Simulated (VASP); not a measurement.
A run of VASP 6.6.1:

The input INCAR:

```
SYSTEM = Ti2B2Os
  PREC = Accurate
  ENCUT = 520
  EDIFF = 1E-6
  ISMEAR = 0
  SIGMA = 0.1
  LREAL = .False.
  LASPH = .True.
  NELM = 100
  ALGO = Normal
  ISIF = 2
  LWAVE = .False.
  LCHARG = .False.
  GGA = PE
  NBANDS = 27
```

The input KPOINTS:

```
regular mesh
0
Gamma
  6 6 4
  0 0 0
```

The input POSCAR:

```
Ti2B2Os
1.0
    3.3253943400      0.0000000000      0.0000000000
    0.0000000000      3.3253943400      0.0000000000
    0.0000000000      0.0000000000      5.9558396800
Ti B Os
2 2 1
Direct
    0.0000000000      0.5000000000      0.5000000000
    0.5000000000      0.0000000000      0.5000000000
    0.0000000000      0.0000000000      0.3925172800
    0.0000000000      0.0000000000      0.6074827200
    0.0000000000      0.0000000000      0.0000000000
```

Potentials or basis: VASP PAW PBE potentials, release 64 (Ti_sv, B, Os).

The run is started by

```bash
$ cat potpaw_PBE.64/Ti_sv/POTCAR potpaw_PBE.64/B/POTCAR potpaw_PBE.64/Os/POTCAR > POTCAR
$ mpirun -np 1 vasp_std > vasp.out
```

Hardware: 1 thread of Intel(R) Xeon(R) 6975P-C (Granite Rapids) (shared host).

Task: Estimate the wall time of this run.

Result: Wall time 34 s on 1 thread of Intel(R) Xeon(R) 6975P-C (Granite Rapids), with other jobs on the host, peak memory 0.21 GiB. Counts: scf iterations 19, k points 30.
